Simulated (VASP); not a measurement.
# HfTi9: single point with PBE

The system is HfTi9.

```
Ti Hf
1.0
     7.21230    0.37302    0.23206
     0.37302    7.20342   -0.03351
     0.23206   -0.03351    7.41168
Ti Hf
18 2
Direct
  0.50274 0.40460 0.57045
  0.82862 0.66545 0.66971
  0.06184 0.68910 0.00590
  0.72139 0.40193 0.91577
  0.93788 0.87756 0.32675
  0.89548 0.05746 0.00391
  0.55313 0.05028 0.71878
  0.51128 0.82312 0.40654
  0.39658 0.50311 0.10112
  0.02749 0.36409 0.15534
  0.16972 0.36461 0.79805
  0.66082 0.78309 0.01649
  0.11054 0.91372 0.70771
  0.71765 0.51921 0.29026
  0.43082 0.70341 0.75806
  0.59592 0.16599 0.24610
  0.16439 0.59723 0.44287
  0.85337 0.25188 0.56237
  0.29753 0.98209 0.06955
  0.23801 0.17950 0.44917
```

```
Program                : VASP 6.6.1
Task                   : single point
Functional             : PBE
Potentials or basis    : VASP PAW PBE potentials, release 64 (Ti_sv, Hf_pv)
Cutoff                 : 400 eV
k mesh                 : 1 × 1 × 1, shifted
Occupations            : fermi-dirac, width 0.05 eV
Spin                   : no spin polarisation
Dipole correction      : no
Further INCAR settings : LREAL = Auto; ALGO = Normal; EDIFF = 1e-06; NBANDS = 134; ISYM = -1
```

- Pressure: -5.5 GPa
- Largest force: 0.798 eV/Å

Forces on the atoms (eV/Å):
```
Ti  -0.149 -0.041 -0.091
Ti  -0.075  0.169 -0.603
Ti  -0.123 -0.079 -0.401
Ti  -0.069 -0.127 -0.489
Ti  -0.055  0.605  0.428
Ti   0.272 -0.075 -0.086
Ti   0.350  0.290  0.287
Ti  -0.410  0.275 -0.293
Ti  -0.588 -0.257  0.113
Ti   0.600 -0.313  0.372
Ti  -0.100 -0.274  0.020
Ti   0.233 -0.353  0.108
Ti  -0.483  0.482 -0.415
Ti   0.022  0.534  0.353
Ti   0.112  0.356  0.433
Ti   0.096 -0.103  0.427
Ti   0.199 -0.153  0.345
Ti   0.463 -0.432  0.140
Hf  -0.418 -0.010 -0.521
Hf   0.124 -0.494 -0.130
```

Stress tensor (GPa, compression positive):
```
-5.53 -1.07 -1.31
-1.07 -5.73  0.15
-1.31  0.15 -5.22
```

Levels at points of the mesh, in eV from the Fermi level:
```tsv
k point	band 116	band 117	band 118	band 119	band 120	band 121
(0.25, 0.25, 0.25)	-0.16	-0.10	-0.03	0.02	0.13	0.16
```

Wall time 90 s on 1 thread of AMD EPYC 9R45 96-Core Processor (Zen 5), on a shared host, peak memory 0.3 GiB.

Caveat: the atoms stand as in a frame of molecular dynamics; spin-orbit coupling is left out, which moves the levels of the heavy elements.
